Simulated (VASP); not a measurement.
Runs of VASP 6.6.1 on MnSb (rocksalt type). The structure is that of space group Fm-3m (No. 225), or close to it. The cells are those of the table. 

```csv
task,spin,cell,cutoff (eV),k mesh for the DOS,occupations for the DOS,gap on the mesh (eV),pressure (GPa),moment (μB)
electric field gradients,"collinear, ferromagnetic start","a = 3.940 Å, angles 60.0°, 2 atoms",520,-,-,none,0.0,3.78
single point,"collinear, ferromagnetic start","a = 3.940 Å, angles 60.0°, 2 atoms",520,17 × 17 × 17,tetrahedron,-,-,3.78
electric field gradients,"collinear, ferromagnetic start","a = 3.913 Å, angles 60.0°, 2 atoms",520,-,-,none,1.3,3.76
relaxation of cell and atoms,"collinear, ferromagnetic start","relaxed from a = 3.751 Å, angles 60.0°, 2 atoms",600,-,-,none,0.0,3.78
single point,"non-collinear, typed start, SOC","a = 3.940 Å, angles 60.0°, 2 atoms",520,-,-,-,(a),3.79
```

Alike in all rows: level PBE; potentials or basis VASP PAW PBE potentials, release 64 (Mn_pv, Sb); k mesh 11 × 11 × 11; smearing fermi-dirac 0.03 eV.

Fill in the values left out.

(a) 0.1.

Caveats: a cell with one magnetic atom can't hold antiferromagnetic order, which such compounds often take; spin-orbit coupling is left out, which moves the levels of the heavy elements (at least some runs).

A k mesh can miss the band edges, and rows without SOC leave out spin-orbit coupling on Sb.

A gap of «none» marks levels without a gap at the run's occupations.
